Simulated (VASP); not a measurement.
# Cd3Se (I4/mmm) in VASP: notebook

Runs on Cd3Se. Level: PBEsol. Tasks: single point.

Program: VASP 6.6.1. These are calculated values, not measurements. Logs are shortened: lines on timing, memory, paths and dates and some standing lists are left out, and cuts for length are marked.

## Step 1: The cell of the first run

Symmetry: I4/mmm, No. 139, tetragonal system. Conventional cell: a = 3.999 Å, b = 3.999 Å, c = 11.926 Å, α = 90.00°, β = 90.00°, γ = 90.00°. Within 3.7 Å of Cd (site symmetry 4/mmm) lie 4 Se at 2.83 Å and 8 Cd at 3.59 Å. Within 3.7 Å of Cd (site symmetry -4m2) lie 8 Cd at 2.83 to 3.59 Å and 4 Se at 3.59 Å. Within 3.7 Å of Se (site symmetry 4/mmm) lie 12 Cd at 2.83 to 3.59 Å.

## Step 2: Single point, PBEsol

Input file INCAR:

```
SYSTEM = Cd3Se
PREC = Accurate ; ENCUT = 520
EDIFF = 1E-7 ; ISMEAR = -1
SIGMA = 0.05 ; LREAL = .False.
LASPH = .True. ; NELM = 60
ALGO = Normal ; ISIF = 2
LWAVE = .False. ; LCHARG = .False.
GGA = PS ; NBANDS = 29
```

Input file KPOINTS:

```
regular mesh
0
Gamma
  9 9 9
  0 0 0
```

Input file POSCAR:

```
Cd3Se
1.0
   -1.9992892073      1.9992892073      5.9628190106
    1.9992892073     -1.9992892073      5.9628190106
    1.9992892073      1.9992892073     -5.9628190106
Cd Se
3 1
Direct
    0.5000000000      0.5000000000      0.0000000000
    0.2500000000      0.7500000000      0.5000000000
    0.7500000000      0.2500000000      0.5000000000
    0.0000000000      0.0000000000      0.0000000000
```

Potentials or basis: VASP PAW PBE potentials, release 64 (Cd, Se).

On the command line:

```console
$ cat potpaw_PBE.64/Cd/POTCAR potpaw_PBE.64/Se/POTCAR > POTCAR
$ mpirun -np 1 vasp_std > vasp.out
```

OUTCAR:

```text
SYSTEM = Cd3Se
   PREC = Accurate
   ENCUT = 520
   EDIFF = 1E-7
   ISMEAR = -1
   LREAL = .False.
   LASPH = .True.
   NELM = 60
   ISIF = 2
   GGA = PS

 ion  position               nearest neighbor table
   1  0.500  0.500  0.000-   4 2.83   4 2.83   4 2.83   4 2.83   3 3.59   2 3.59   3 3.59   3 3.59
                             2 3.59   2 3.59   3 3.59   2 3.59
   2  0.250  0.750  0.500-   3 2.83   3 2.83   3 2.83   3 2.83   1 3.59   1 3.59   1 3.59   1 3.59

   3  0.750  0.250  0.500-   2 2.83   2 2.83   2 2.83   2 2.83   1 3.59   1 3.59   1 3.59   1 3.59

   4  0.000  0.000  0.000-   1 2.83   1 2.83   1 2.83   1 2.83

  LATTYP: Found a body centered tetragonal cell.
 ALAT       =     3.9985784146
 C/A-ratio  =     2.9824694641

  Lattice vectors:

 A1 = (  -1.9992892073,   1.9992892073,   5.9628190106)
 A2 = (   1.9992892073,  -1.9992892073,   5.9628190106)
 A3 = (   1.9992892073,   1.9992892073,  -5.9628190106)

Analysis of symmetry for initial positions (statically):
=====================================================================
 Subroutine PRICEL returns:
 Original cell was already a primitive cell.

 Routine SETGRP: Setting up the symmetry group for a
 body centered tetragonal supercell.

 Subroutine GETGRP returns: Found 16 space group operations
 (whereof 16 operations were pure point group operations)
 out of a pool of 16 trial point group operations.

The static configuration has the point symmetry D_4h.

Analysis of symmetry for dynamics (positions and initial velocities):
=====================================================================
 Subroutine PRICEL returns:
 Original cell was already a primitive cell.

 Routine SETGRP: Setting up the symmetry group for a
 body centered tetragonal supercell.

 Subroutine GETGRP returns: Found 16 space group operations
 (whereof 16 operations were pure point group operations)
 out of a pool of 16 trial point group operations.

The dynamic configuration has the point symmetry D_4h.

 Subroutine INISYM returns: Found 16 space group operations
 (whereof 16 operations are pure point group operations),
 and found     1 'primitive' translations

----------------------------------------------------------------------------------------

                                     Primitive cell

  volume of cell :      95.3373

  direct lattice vectors                    reciprocal lattice vectors
    -1.999289207  1.999289207  5.962819011     0.000000000  0.250088881  0.083852956
     1.999289207 -1.999289207  5.962819011     0.250088881  0.000000000  0.083852956
     1.999289207  1.999289207 -5.962819011     0.250088881  0.250088881  0.000000000

  length of vectors
     6.599206409  6.599206409  6.599206409     0.263772187  0.263772187  0.353679087

  position of ions in fractional coordinates (direct lattice)
     0.500000000  0.500000000  0.000000000
     0.250000000  0.750000000  0.500000000
     0.750000000  0.250000000  0.500000000
     0.000000000  0.000000000  0.000000000

  ion indices of the primitive-cell ions
   primitive index   ion index
                 1           1
                 2           2
                 3           3
                 4           4

----------------------------------------------------------------------------------------

 KPOINTS: regular mesh

Automatic generation of k-mesh.
 Grid dimensions read from file:
 generate k-points for:    9    9    9

 Generating k-lattice:

  Cartesian coordinates                     Fractional coordinates (reciprocal lattice)
     0.000000000  0.027787653  0.009316995     0.111111111  0.000000000  0.000000000
     0.027787653  0.000000000  0.009316995     0.000000000  0.111111111  0.000000000
     0.027787653  0.027787653  0.000000000     0.000000000  0.000000000  0.111111111

  Length of vectors
     0.029308021  0.029308021  0.039297676

  Shift w.r.t. Gamma in fractional coordinates (k-lattice)
     0.000000000  0.000000000  0.000000000

 Subroutine IBZKPT returns following result:
 ===========================================

 Found     75 irreducible k-points:

 Following reciprocal coordinates:
            Coordinates               Weight
  0.000000  0.000000  0.000000      1.000000
  0.111111  0.000000 -0.000000      8.000000
  0.222222  0.000000 -0.000000      8.000000
  0.333333  0.000000 -0.000000      8.000000
  0.444444  0.000000 -0.000000      8.000000
  0.111111  0.111111 -0.000000      8.000000
[... 16 lines left out ...]
 -0.333333  0.333333  0.000000      4.000000
  0.444444  0.444444 -0.000000      8.000000
 [... further k-points ...]
   k-points           NKPTS =     75   k-points in BZ     NKDIM =     75   number of bands    NBANDS=     29
   number of dos      NEDOS =    301   number of ions     NIONS =      4
   total plane-waves  NPLWV = 125000
   dimension x,y,z NGX =    50 NGY =   50 NGZ =   50
   dimension x,y,z NGXF=   100 NGYF=  100 NGZF=  100
   ions per type =               3   1
   NGX,Y,Z   is equivalent  to a cutoff of  12.60, 12.60, 12.60 a.u.
   NGXF,Y,Z  is equivalent  to a cutoff of  25.19, 25.19, 25.19 a.u.
 SYSTEM =  Cd3Se
   PREC   = accura    normal or accurate (medium, high low for compatibility)
   ISTART =      0    job   : 0-new  1-cont  2-samecut
   ICHARG =      2    charge: 1-file 2-atom 10-const
   ISPIN  =      1    spin polarized calculation?
   LNONCOLLINEAR =      F non collinear calculations
   LSORBIT =      F    spin-orbit coupling
   LASPH  =      T    aspherical Exc in radial PAW
   ENCUT  =  520.0 eV  38.22 Ry    6.18 a.u.  12.27 12.27 12.27*2*pi/ulx,y,z
   NELM   =     60;   NELMIN=  2; NELMDL= -5     # of ELM steps
   EDIFF  = 0.1E-06   stopping-criterion for ELM
   LREAL  =      F    real-space projection
   EDIFFG = 0.1E-05   stopping-criterion for IOM
   NSW    =      0    number of steps for IOM
   IBRION =     -1    ionic relax: 0-MD 1-quasi-New 2-CG
   NFREE  =      0    steps in history (QN), initial steepest desc. (CG)
   ISIF   =      2    stress and relaxation
   ISYM   =      2    0-nonsym 1-usesym 2-fastsym
   POTIM  = 0.5000    time-step for ionic-motion
   TEBEG  =    0.0;   TEEND  =   0.0 temperature during run
   PSTRESS=    0.0 pullay stress
   NELECT =      42.0000    total number of electrons
   NUPDOWN=      -1.0000    fix difference up-down
   EMIN   =  10.00;   EMAX   =-10.00  energy-range for DOS
   EFERMI =   0.00;   METHOD = LEGACY
   ISMEAR =    -1;   SIGMA  =   0.05  broadening in eV -4-tet -1-fermi 0-gaus
   EFERMI_NEDOS =   21; number of points for ismear=-14 and -15
   IALGO  =     38    algorithm
   IMIX   =      4    mixing-type and parameters
     AMIX     =   0.40;   BMIX     =  1.00
     AMIX_MAG =   1.60;   BMIX_MAG =  1.00
  volume/ion in A,a.u.               =      23.83       160.84
  Fermi-wavevector in a.u.,A,eV,Ry     =   1.245672  2.353978 21.112137  1.551698
  Thomas-Fermi vector in A             =   2.379884
   LORBIT       =      0    0 simple, 1 ext, 2 COOP (PROOUT), +10 PAW based schemes
   GGA     = PS    functional components
   LHFCALC =     F    Hartree Fock is set to
   AEXX    =    0.0000 exact exchange contribution
   IVDW    =     0    specifies the selected vdW correction
   LEPSILON=     F    determine dielectric tensor
   LRPA    =     F    only Hartree local field effects (RPA)
 non-spin polarized calculation
  energy-cutoff  :      520.00
  volume of cell :       95.34
 maximum number of plane-waves:      2602
 NGX is ok and might be reduce to    50
   NGX = 25   NGY = 25   NGZ = 25

 number of electron      42.0000000 magnetization

 Free energy of the ion-electron system (eV)
  ---------------------------------------------------
  ext. energy  EPLUGINS =         0.00000000
  ---------------------------------------------------
  free energy    TOTEN  =        -7.52129432 eV

  energy without entropy =       -7.51399036  energy(sigma->0) =       -7.51764234

 E-fermi :   2.3563     XC(G=0): -10.4359

 val. band max:        2.3557805947   @ k =   0.3333   0.3333   0.1111
 cond. band min:       2.3564701804   @ k =  -0.2222   0.2222   0.0000
 fundamental gap:      0.0006895857
 Fermi energy:         2.3563176117

 k-point     1 :       0.0000    0.0000    0.0000
  band No.  band energies     occupation
      1     -10.8772      2.00000
      2      -7.3451      2.00000
      3      -7.0767      2.00000
      4      -6.9165      2.00000
      5      -6.4507      2.00000
      6      -6.4507      2.00000
[... 21 lines left out ...]
     28      11.0433      0.00000
     29      11.0433      0.00000

 k-point     2 :       0.1111    0.0000   -0.0000
  band No.  band energies     occupation
      1     -10.8204      2.00000
      2      -7.2935      2.00000
      3      -7.0261      2.00000
      4      -6.8619      2.00000
      5      -6.4495      2.00000
      6      -6.4385      2.00000
[... 21 lines left out ...]
     28      10.3311      0.00000
     29      10.6127      0.00000

 k-point     3 :       0.2222    0.0000   -0.0000
  band No.  band energies     occupation
      1     -10.6679      2.00000
      2      -7.1409      2.00000
      3      -6.8817      2.00000
      4      -6.7169      2.00000
      5      -6.4390      2.00000
      6      -6.4103      2.00000
[... 21 lines left out ...]
     28      10.2928      0.00000
     29      10.5261      0.00000

 k-point     4 :       0.3333    0.0000   -0.0000
  band No.  band energies     occupation
      1     -10.4759      2.00000
      2      -6.8949      2.00000
      3      -6.6671      2.00000
      4      -6.5399      2.00000
      5      -6.4152      2.00000
      6      -6.4108      2.00000
[... 597 lines left out ...]
     28      10.4064      0.00000
     29      11.2567      0.00000

 k-point    23 :      -0.3333    0.3333    0.0000
  band No.  band energies     occupation
      1     -10.3735      2.00000
      2      -7.0283      2.00000
      3      -6.6159      2.00000
      4      -6.5691      2.00000
      5      -6.4600      2.00000
      6      -6.3587      2.00000
[... 21 lines left out ...]
     28       9.4092      0.00000
     29      11.2329      0.00000

 k-point    24 :       0.4444    0.4444   -0.0000
  band No.  band energies     occupation
      1     -10.3415      2.00000
      2      -6.9739      2.00000
      3      -6.9187      2.00000
      4      -6.6676      2.00000
      5      -6.6285      2.00000
      6      -6.3004      2.00000
[... 21 lines left out ...]
     28      11.1564      0.00000
     29      11.6780      0.00000

 [... further k-points ...]
[... 5 lines left out ...]
  --------------------------------------------------------------------------------------
  -------------------------------------------------------------------------------------
  Total       -0.7377187     -0.7377187     -0.4633114      0.0000000      0.0000000      0.0000000
  in kB      -12.3976252    -12.3976252     -7.7861122      0.0000000      0.0000000      0.0000000
  external PRESSURE =     -10.8604542 kB  Pullay stress =       0.0000000 kB

 VOLUME and BASIS-vectors are now :
 -----------------------------------------------------------------------------
  energy-cutoff  :      520.00
  volume of cell :       95.34
      direct lattice vectors                 reciprocal lattice vectors
    -1.999289207  1.999289207  5.962819011     0.000000000  0.250088881  0.083852956
     1.999289207 -1.999289207  5.962819011     0.250088881  0.000000000  0.083852956
     1.999289207  1.999289207 -5.962819011     0.250088881  0.250088881  0.000000000

 POSITION                                       TOTAL-FORCE (eV/Angst)
 -----------------------------------------------------------------------------------
      0.00000      0.00000      5.96282         0.000000     -0.000000      0.000000
      1.99929      0.00000      2.98141        -0.000000     -0.000000      0.000000
      0.00000      1.99929      2.98141         0.000000      0.000000     -0.000000
      0.00000      0.00000      0.00000         0.000000     -0.000000      0.000000
 -----------------------------------------------------------------------------------
    total drift:                               -0.000000      0.000000      0.000000

  FREE ENERGIE OF THE ION-ELECTRON SYSTEM (eV)
  ---------------------------------------------------
  free  energy   TOTEN  =        -7.5212943192 eV

  energy  without entropy=       -7.5139903573  energy(sigma->0) =       -7.51764234
```

It took 2.9 min on 1 thread of Intel Xeon 6975P-C (Granite Rapids), shared host; peak memory 0.44 GiB.

Results:

- Free energy: -7.5213 eV
- Pressure: -1.1 GPa
- Band gap on the k mesh: zero (band 21 reaches 3.34 eV, above the bottom of band 22 at 1.62 eV)

Caveat: the PAW data sets were made with another functional, which shifts forces and pressure a little.

## Step 3: Single point, PBEsol

This run uses another cell than the first one, of 25.36 Å³/atom, 1.064 times its volume.

Input file INCAR:

```
ALGO = Normal
EDIFF = 1E-6
ENCUT = 520
GGA = PS
ISIF = 2
ISMEAR = -1
LASPH = T
LCHARG = F
LREAL = F
LWAVE = F
NBANDS = 29
NELM = 100
PREC = Accurate
SIGMA = 0.03
```

Input file KPOINTS:

```
k-points
0
Gamma
  5 5 5
```

Input file POSCAR:

```
Cd3Se
1.0
   -2.0409530000      2.0409530000      6.0870800000
    2.0409530000     -2.0409530000      6.0870800000
    2.0409530000      2.0409530000     -6.0870800000
Cd Se
3 1
Direct
    0.5000000000      0.5000000000      0.0000000000
    0.2500000000      0.7500000000      0.5000000000
    0.7500000000      0.2500000000      0.5000000000
    0.0000000000      0.0000000000      0.0000000000
```

Potentials or basis: VASP PAW PBE potentials, release 64 (Cd, Se).

On the command line:

```console
$ cat potpaw_PBE.64/Cd/POTCAR potpaw_PBE.64/Se/POTCAR > POTCAR
$ mpirun -np 1 vasp_std > vasp.out
```

It took 99 s on 1 thread of Intel Xeon 6975P-C, shared host; peak memory 0.35 GiB.

The run converged. Its results:

| Item | Value |
| --- | --- |
| Free energy | -7.4243 eV |
| Pressure | -3.4 GPa |
| Band gap on the k mesh | zero (band 21 reaches 2.87 eV, above the bottom of band 22 at 1.15 eV) |

Stress tensor (GPa, compression positive):
```
-4.08  0.00  0.00
 0.00 -4.08  0.00
 0.00  0.00 -1.92
```

Levels at points of the mesh, in eV from the Fermi level:
```
           k point  band 17  band 18  band 19  band 20  band 21  band 22  band 23  band 24  band 25  band 26
(0.00, 0.00, 0.00)    -5.92    -3.85    -2.23    -2.23    -0.94     2.04     2.40     2.40     3.98     4.49
```

Caveat: the k points lie up to 0.44 Å⁻¹ apart; the PAW data sets were made with another functional, which shifts forces and pressure a little.

## Step 4: Single point, PBEsol

This run uses another cell than the first one, of 25.36 Å³/atom, 1.064 times its volume.

Input file INCAR:

```
PREC = Accurate ; ENCUT = 520
EDIFF = 1E-6 ; ISMEAR = -1
SIGMA = 0.05 ; LREAL = False
LASPH = True ; NELM = 60
ALGO = Normal ; ISIF = 2
LWAVE = False ; LCHARG = True
GGA = PS ; LELF = True
LVHAR = True ; NBANDS = 29
```

Input file KPOINTS:

```
regular mesh
0
Gamma
  9 9 9
```

POSCAR is that of step 3.

On the command line:

```console
$ cat potpaw_PBE.64/Cd/POTCAR potpaw_PBE.64/Se/POTCAR > POTCAR
$ mpirun -np 1 vasp_std > vasp.out
```

It took 6.3 min on 1 thread of AMD EPYC 7R13 (Zen 3), shared host; peak memory 0.43 GiB.

It converged, with:

```yaml
Free_energy: -7.4313 eV
Pressure: -3.5 GPa
Band_gap_on_the_k_mesh: zero (band 21 reaches 2.74 eV, above the bottom of band 22 at 1.13 eV)
```

Stress tensor (GPa, compression positive):
```
-4.25  0.00  0.00
 0.00 -4.25  0.00
 0.00  0.00 -1.95
```

Levels at points of the mesh, in eV from the Fermi level:
| k point | band 18 | band 19 | band 20 | band 21 | band 22 | band 23 | band 24 | band 25 |
| --- | --- | --- | --- | --- | --- | --- | --- | --- |
| (0.00, 0.00, 0.00) | -3.52 | -1.90 | -1.90 | -0.60 | 2.37 | 2.72 | 2.72 | 4.31 |

Caveat: the PAW data sets were made with another functional, which shifts forces and pressure a little.

(Part 1 of 2 ends here.)
